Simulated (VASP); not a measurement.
Here is a VASP 6.6.1 calculation.

Contents of INCAR:

```
  PREC = Accurate
  ENCUT = 520
  EDIFF = 1E-8
  ISMEAR = -1
  SIGMA = 0.03
  LREAL = False
  LASPH = True
  NELM = 60
  ALGO = Normal
  ISIF = 2
  LWAVE = False
  LCHARG = False
  GGA = PE
  LEFG = True
  NBANDS = 28
```

The input KPOINTS:

```
Automatic mesh
0
Gamma
  7 7 7
```

Contents of POSCAR:

```
BaTiO3
1.0
    3.9998000000      0.0000000000      0.0000000000
    0.0000000000      3.9998000000      0.0000000000
    0.0000000000      0.0000000000      3.9376400000
Ba Ti O
1 1 3
Direct
    0.0000000000      0.0000000000      0.0000000000
    0.5000000000      0.5000000000      0.5000000000
    0.5000000000      0.5000000000      0.0000000000
    0.5000000000      0.0000000000      0.5000000000
    0.0000000000      0.5000000000      0.5000000000
```

Potentials or basis: VASP PAW PBE potentials, release 64 (Ba_sv, Ti_sv, O).

The run is started by

```console
$ cat potpaw_PBE.64/Ba_sv/POTCAR potpaw_PBE.64/Ti_sv/POTCAR potpaw_PBE.64/O/POTCAR > POTCAR
$ mpirun -np 1 vasp_std > vasp.out
```

Question: What does it give for the pressure?

Answer: 7.2 GPa.

Question: Predict the band gap on the k mesh.

Answer: 1.82 eV (least direct gap 1.88 eV).

Electric field gradients, principal values (V/Å²):
| atom | least | middle | greatest (by size) |
| --- | --- | --- | --- |
| 1 Ba | 1.009 | 1.009 | -2.018 |
| 2 Ti | 7.123 | 7.123 | -14.246 |
| 3 O | -9.150 | -9.150 | 18.300 |
| 4 O | -10.296 | -15.443 | 25.739 |
| 5 O | -10.296 | -15.443 | 25.739 |

Caveat: the cell differs from its parent crystal (zz strain of -2 %); the cell stands under pressure; without QUAD_EFG the Cq values of the log hold for a quadrupole moment of 1 mb, not for the nuclei; spin-orbit coupling is left out, which moves the levels of the heavy elements; an odd mesh through Γ misses points on the zone boundary, where band edges can lie.
